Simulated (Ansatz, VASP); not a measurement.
One calculation of VS3, two programs

```
V S
1.0
     5.40152    0.00000    0.00000
     0.00000    5.40152    0.00000
     0.00000    0.00000    5.40152
V S
2 6
Direct
  0.00000 0.00000 0.00000
  0.50000 0.50000 0.50000
  0.00000 0.50000 0.25000
  0.00000 0.50000 0.75000
  0.25000 0.00000 0.50000
  0.75000 0.00000 0.50000
  0.50000 0.75000 0.00000
  0.50000 0.25000 0.00000
```

Alike in both runs: task relaxation of cell and atoms; functional PBE; k mesh 4 × 4 × 4; occupations gaussian, width 0.1 eV; collinear spin.

```csv
,VASP,Ansatz
version,VASP 6.6.1,Ansatz 0.2.0
potentials or method,"VASP PAW PBE potentials, release 64 (V_sv, S), cutoff 500 eV","scalar-relativistic, plane waves, PAW"
valence electrons in the cell,62,62
```

Ansatz gave:

```
gap on the k mesh at the Fermi level, each at its own relaxed structure (eV) : none
net moment per atom (μB)                                                     : 0.31
size of the moment on the site where the two differ most (μB)                : 1.68
relaxed volume (Å³/atom)                                                     : 14.83
relaxed cell length with the largest relative difference (Å)                 : 4.914
```

Question: Estimate VASP's values.

Answer: gap on the k mesh at the Fermi level, each at its own relaxed structure (eV): none; net moment per atom (μB): 0.00; size of the moment on the site where the two differ most (μB): 0.00; relaxed volume (Å³/atom): 14.37; relaxed cell length with the largest relative difference (Å): 4.863.

The net moments are unlike, so the other rows may belong to different states. Site moments also hang on the region over which each program counts them. A gap of «none» marks a metal or a gap that the smearing closes.

Noted on VASP's run: the volume moved by over 15 % at a fixed basis, so the end points are rough.
